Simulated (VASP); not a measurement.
# Hf2S (P6_3/mmc) in VASP: further runs, part 2 of 2

VASP 6.6.1. The steps go on from the part before.

## Step 3: Single point, PBEsol (strain -0.015 along x and y, +0.000 along z)

Contents of INCAR:

```
PREC = Accurate ; ENCUT = 520
EDIFF = 1E-6 ; ISMEAR = 0
SIGMA = 0.15 ; LREAL = False
LASPH = True ; NELM = 60
ALGO = Normal ; ISIF = 2
LWAVE = False ; LCHARG = True
GGA = PS ; LELF = True
LVHAR = True ; NBANDS = 35
```

Contents of KPOINTS:

```
regular mesh
0
Gamma
  18 18 4
```

Contents of POSCAR:

```
Hf2S
1.0
    3.2963330598      0.0000000000      0.0000000000
   -1.6481665299      2.8547081692      0.0000000000
    0.0000000000      0.0000000000     11.6642358425
Hf S
4 2
Direct
    0.6666666667      0.3333333333      0.8986176343
    0.3333333333      0.6666666667      0.3986176343
    0.6666666667      0.3333333333      0.6013823657
    0.3333333333      0.6666666667      0.1013823657
    0.0000000000      0.0000000000      0.7500000000
    0.0000000000      0.0000000000      0.2500000000
```

Potentials or basis: VASP PAW PBE potentials, release 64 (Hf_pv, S).

On the command line:

```console
cat potpaw_PBE.64/Hf_pv/POTCAR potpaw_PBE.64/S/POTCAR > POTCAR
mpirun -np 1 vasp_std > vasp.out
```

OUTCAR:

```text
PREC = Accurate
   ENCUT = 520
   EDIFF = 1E-6
   ISMEAR = 0
   LREAL = False
   LASPH = True
   NELM = 60
   ISIF = 2
   GGA = PS

 ion  position               nearest neighbor table
   1  0.667  0.333  0.899-   5 2.57   5 2.57   5 2.57   4 3.04   4 3.04   4 3.04   3 3.47
   2  0.333  0.667  0.399-   6 2.57   6 2.57   6 2.57   3 3.04   3 3.04   3 3.04   4 3.47
   3  0.667  0.333  0.601-   5 2.57   5 2.57   5 2.57   2 3.04   2 3.04   2 3.04   1 3.47
   4  0.333  0.667  0.101-   6 2.57   6 2.57   6 2.57   1 3.04   1 3.04   1 3.04   2 3.47
   5  0.000  0.000  0.750-   1 2.57   3 2.57   1 2.57   3 2.57   1 2.57   3 2.57
   6  0.000  0.000  0.250-   2 2.57   4 2.57   2 2.57   4 2.57   2 2.57   4 2.57
[... 1123 lines left out ...]
  Total        3.0246343      3.0246343      2.0374133      0.0000000      0.0000000      0.0000000
  in kB       44.1503711     44.1503711     29.7399771      0.0000000      0.0000000      0.0000000
  external PRESSURE =      39.3469064 kB  Pullay stress =       0.0000000 kB

 VOLUME and BASIS-vectors are now :
 -----------------------------------------------------------------------------
  energy-cutoff  :      520.00
  volume of cell :      109.76
      direct lattice vectors                 reciprocal lattice vectors
     3.296333060  0.000000000  0.000000000     0.303367403  0.175149252  0.000000000
    -1.648166530  2.854708169  0.000000000     0.000000000  0.350298504  0.000000000
     0.000000000  0.000000000 11.664235843     0.000000000  0.000000000  0.085732149

 POSITION                                       TOTAL-FORCE (eV/Angst)
 -----------------------------------------------------------------------------------
      1.64817      0.95157     10.48169         0.000000     -0.000000      0.083758
     -0.00000      1.90314      4.64957        -0.000000     -0.000000      0.083758
      1.64817      0.95157      7.01467         0.000000      0.000000     -0.083758
     -0.00000      1.90314      1.18255        -0.000000      0.000000     -0.083758
      0.00000      0.00000      8.74818         0.000000     -0.000000      0.000000
      0.00000      0.00000      2.91606         0.000000      0.000000      0.000000
 -----------------------------------------------------------------------------------
    total drift:                                0.000000     -0.000000      0.000000

  FREE ENERGIE OF THE ION-ELECTRON SYSTEM (eV)
  ---------------------------------------------------
  free  energy   TOTEN  =       -57.4300128555 eV

  energy  without entropy=      -57.4004403230  energy(sigma->0) =      -57.41522659
```

Wall time 3.7 min (1 thread of Intel Xeon 6975P-C (Granite Rapids), shared host); peak memory 0.48 GiB.

What came out:

```yaml
Free_energy: -57.4300 eV
Pressure: 3.9 GPa
Largest_force: 0.084 eV/Å
Band_gap_on_the_k_mesh: zero (bands 26 and 27 overlap by 1.08 eV)
```

Forces on the atoms (eV/Å):
```
Hf   0.000  0.000  0.084
Hf   0.000  0.000  0.084
Hf   0.000  0.000 -0.084
Hf   0.000  0.000 -0.084
S    0.000  0.000  0.000
S    0.000  0.000  0.000
```

Stress tensor (GPa, compression positive):
```
4.42 0.00 0.00
0.00 4.42 0.00
0.00 0.00 2.97
```

Levels at points of the mesh, in eV from the Fermi level:
| k point | band 24 | band 25 | band 26 | band 27 | band 28 | band 29 |
| --- | --- | --- | --- | --- | --- | --- |
| (0.00, 0.00, 0.00) | -0.14 | -0.12 | 0.55 | 0.55 | 0.62 | 0.62 |
| (0.50, 0.00, 0.00) | -1.36 | -1.15 | -0.67 | -0.53 | 0.96 | 0.97 |
| (0.00, 0.00, 0.50) | -1.18 | 0.48 | 0.48 | 0.48 | 0.48 | 1.38 |
| (0.50, 0.00, 0.50) | -1.81 | -0.89 | -0.89 | 0.28 | 0.28 | 1.57 |

Caveat: the cell differs from its parent crystal (strain -0.015 along x and y, +0.000 along z); the cell stands under pressure; the PAW data sets were made with another functional, which shifts forces and pressure a little; spin-orbit coupling is left out, which moves the levels of the heavy elements.

## Step 4: Single point, PBEsol (strain +0.000 along x and y, -0.015 along z)

Contents of INCAR:

```
PREC = Accurate
ENCUT = 520
EDIFF = 1E-6
ISMEAR = 0
SIGMA = 0.15
LREAL = False
LASPH = True
NELM = 60
ALGO = Normal
ISIF = 2
LWAVE = False
LCHARG = False
GGA = PS
NBANDS = 35
```

Contents of KPOINTS:

```
Automatic mesh
0
Gamma
  18 18 4
```

POSCAR: that of step 3 with these lines changed.

```diff
@@ -2,5 +2,5 @@
 1.0
-    3.2963330598      0.0000000000      0.0000000000
-   -1.6481665299      2.8547081692      0.0000000000
-    0.0000000000      0.0000000000     11.6642358425
+    3.3465310252      0.0000000000      0.0000000000
+   -1.6732655126      2.8981808824      0.0000000000
+    0.0000000000      0.0000000000     11.4892723049
 Hf S
```

On the command line:

```console
cat potpaw_PBE.64/Hf_pv/POTCAR potpaw_PBE.64/S/POTCAR > POTCAR
mpirun -np 1 vasp_std > vasp.out
```

Run time: 3.8 min. Hardware: 1 thread of Intel Xeon 6975P-C (Granite Rapids), shared host; peak memory 0.49 GiB.

It converged, with:

```
Free energy            : -57.4493 eV
Pressure               : 2.1 GPa
Largest force          : 0.019 eV/Å
Band gap on the k mesh : zero (bands 26 and 27 overlap by 1.03 eV)
```

Forces in eV/Å, atoms in the order of the input:
```
Hf   0.000  0.000 -0.019
Hf   0.000  0.000 -0.019
Hf   0.000  0.000  0.019
Hf   0.000  0.000  0.019
S    0.000  0.000  0.000
S    0.000  0.000  0.000
```

Stress tensor (GPa, compression positive):
```
1.06 0.00 0.00
0.00 1.06 0.00
0.00 0.00 4.32
```

Levels at points of the mesh, in eV from the Fermi level:
| k point | band 22 | band 23 | band 24 | band 25 | band 26 | band 27 | band 28 | band 29 | band 30 | band 31 |
| --- | --- | --- | --- | --- | --- | --- | --- | --- | --- | --- |
| (0.00, 0.00, 0.00) | -3.07 | -1.39 | -0.14 | 0.08 | 0.43 | 0.43 | 0.54 | 0.54 | 0.78 | 0.78 |
| (0.50, 0.00, 0.00) | -2.42 | -1.71 | -1.24 | -1.18 | -0.69 | -0.56 | 0.88 | 1.12 | 2.65 | 3.40 |
| (0.00, 0.00, 0.50) | -3.53 | -1.11 | -1.11 | 0.36 | 0.36 | 0.36 | 0.36 | 1.55 | 1.55 | 1.62 |
| (0.50, 0.00, 0.50) | -2.38 | -1.73 | -1.73 | -0.95 | -0.95 | 0.36 | 0.36 | 1.47 | 1.47 | 4.09 |

Caveat: the cell differs from its parent crystal (strain +0.000 along x and y, -0.015 along z); the PAW data sets were made with another functional, which shifts forces and pressure a little; spin-orbit coupling is left out, which moves the levels of the heavy elements.

## Step 5: Single point, PBEsol (strain +0.000 along x and y, +0.030 along z)

Contents of INCAR:

```
PREC = Accurate
ENCUT = 520
EDIFF = 1E-6
ISMEAR = 0
SIGMA = 0.15
LREAL = F
LASPH = T
NELM = 100
ALGO = Normal
ISIF = 2
LWAVE = F
LCHARG = F
GGA = PS
NBANDS = 35
```

KPOINTS is that of step 4.

POSCAR: that of step 4 with these lines changed.

```diff
@@ -4,3 +4,3 @@
    -1.6732655126      2.8981808824      0.0000000000
-    0.0000000000      0.0000000000     11.4892723049
+    0.0000000000      0.0000000000     12.0141629178
 Hf S
```

On the command line:

```console
cat potpaw_PBE.64/Hf_pv/POTCAR potpaw_PBE.64/S/POTCAR > POTCAR
mpirun -np 1 vasp_std > vasp.out
```

Wall time 3.8 min (1 thread of Intel Xeon 6975P-C (Granite Rapids), shared host); peak memory 0.48 GiB.

It converged, with:

```yaml
Free_energy: -57.3782 eV
Pressure: -4.9 GPa
Largest_force: 0.078 eV/Å
Band_gap_on_the_k_mesh: zero (bands 26 and 27 overlap by 1.08 eV)
```

Forces on the atoms (eV/Å):
```
Hf   0.000  0.000  0.078
Hf   0.000  0.000  0.078
Hf   0.000  0.000 -0.078
Hf   0.000  0.000 -0.078
S    0.000  0.000  0.000
S    0.000  0.000  0.000
```

Stress tensor (GPa, compression positive):
```
-3.23  0.00  0.00
 0.00 -3.23  0.00
 0.00  0.00 -8.30
```

Levels at points of the mesh, in eV from the Fermi level:
| k point | band 23 | band 24 | band 25 | band 26 | band 27 | band 28 | band 29 | band 30 |
| --- | --- | --- | --- | --- | --- | --- | --- | --- |
| (0.00, 0.00, 0.00) | -1.75 | -0.26 | -0.13 | 0.58 | 0.58 | 0.63 | 0.63 | 0.96 |
| (0.50, 0.00, 0.00) | -1.81 | -1.43 | -1.18 | -0.73 | -0.51 | 0.80 | 0.96 | 2.65 |
| (0.00, 0.00, 0.50) | -1.26 | -1.26 | 0.52 | 0.52 | 0.52 | 0.52 | 1.18 | 1.18 |
| (0.50, 0.00, 0.50) | -1.79 | -1.79 | -0.97 | -0.97 | 0.21 | 0.21 | 1.50 | 1.50 |

Caveat: the cell differs from its parent crystal (strain +0.000 along x and y, +0.030 along z); the stress differs along the axes, from -8 to -3 GPa; the PAW data sets were made with another functional, which shifts forces and pressure a little; spin-orbit coupling is left out, which moves the levels of the heavy elements.

## Step 6: Summary

| cell | gap on the mesh (eV) | pressure (GPa) | largest force (eV/Å) |
| --- | --- | --- | --- |
| a = 3.347, b = 3.347, c = 11.314 Å, angles 90.0, 90.0, 120.0°, 6 atoms | none | 5.0 | 0.05 |
| a = 3.296, b = 3.296, c = 11.664 Å, angles 90.0, 90.0, 120.0°, 6 atoms | none | 3.9 | 0.08 |
| a = 3.347, b = 3.347, c = 11.489 Å, angles 90.0, 90.0, 120.0°, 6 atoms | none | 2.1 | 0.02 |
| a = 3.347, b = 3.347, c = 12.014 Å, angles 90.0, 90.0, 120.0°, 6 atoms | none | -4.9 | 0.08 |

Alike in all rows: task single point; level PBEsol; potentials or basis VASP PAW PBE potentials, release 64 (Hf_pv, S); no spin polarisation; k mesh 18 × 18 × 4; cutoff (eV) 520; smearing gaussian 0.15 eV.

Caveats: the PAW data sets were made with another functional, which shifts forces and pressure a little; spin-orbit coupling is left out, which moves the levels of the heavy elements; the stress differs along the axes, from 3 to 9 GPa (at least some runs); the cell stands under pressure (at least some runs); the stress differs along the axes, from -8 to -3 GPa (at least some runs).

Total energies depend on the potentials used, so only differences within one code and one set of settings carry meaning.
